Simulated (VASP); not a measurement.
A run of VASP 6.6.1:

Contents of INCAR:

```
ALGO = Normal
EDIFF = 1E-6
ENCUT = 520
GGA = PE
ISIF = 2
ISMEAR = -1
LASPH = T
LCHARG = T
LELF = T
LREAL = F
LVHAR = T
LWAVE = F
NBANDS = 10
NELM = 80
PREC = Accurate
SIGMA = 0.1
```

KPOINTS

```
k-points
0
Gamma
  7 7 7
```

File POSCAR:

```
Ir
1.0
    0.0000000000      1.9360622002      1.9360622002
    1.9360622002      0.0000000000      1.9360622002
    1.9360622002      1.9360622002      0.0000000000
Ir
1
Direct
    0.0000000000      0.0000000000      0.0000000000
```

Potentials or basis: VASP PAW PBE potentials, release 64 (Ir).

Run with:

```bash
$ cat potpaw_PBE.64/Ir/POTCAR > POTCAR
$ mpirun -np 1 vasp_std > vasp.out
```

Hardware: 1 thread of Intel Xeon 6975P-C, with other jobs on the host.

How long does it take, and how much memory?

Run time: 7.1 s on 1 thread of Intel Xeon 6975P-C, on a shared host, peak memory 0.13 GiB. Counts: scf iterations 11, k points 20.
